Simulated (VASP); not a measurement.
The system is Cr.

```xyz
2
Lattice="2.7140 0.0000 0.0000 -1.3570 2.3504 0.0000 0.0000 0.0000 4.4100" Properties=species:S:1:pos:R:3 pbc="T T T"
Cr    1.3570    0.7835    3.3075
Cr    0.0000    1.5669    1.1025
```

This isn't the form of Cr at room conditions, which is bcc.

Base run:

| Item | Value |
| --- | --- |
| Program | VASP 6.6.1 |
| Functional | PBE |
| Potentials or basis | VASP PAW PBE potentials, release 64 (Cr_pv) |
| Cutoff | 520 eV |
| k mesh | 11 × 11 × 6 |
| Occupations | gaussian, width 0.012 eV |
| Spin | collinear spin, ferromagnetic start |
| Starting moments | [3.0, 3.0] μB |

Its results: pressure -25.1 GPa; net moment 2.08 μB per cell; site moments Cr +0.96 μB.

Question: The run is repeated on the same cell with these changes: occupations from gaussian, width 0.012 eV to gaussian, width 0.025 eV. What comes out?

Answer: Pressure -25.8 GPa; net moment 1.99 μB per cell; site moments Cr +0.91 μB.

Caveats: the cell stands under tension; an empty level that is flat over the whole mesh can mark a ghost state of the potentials, or a narrow d or f band.
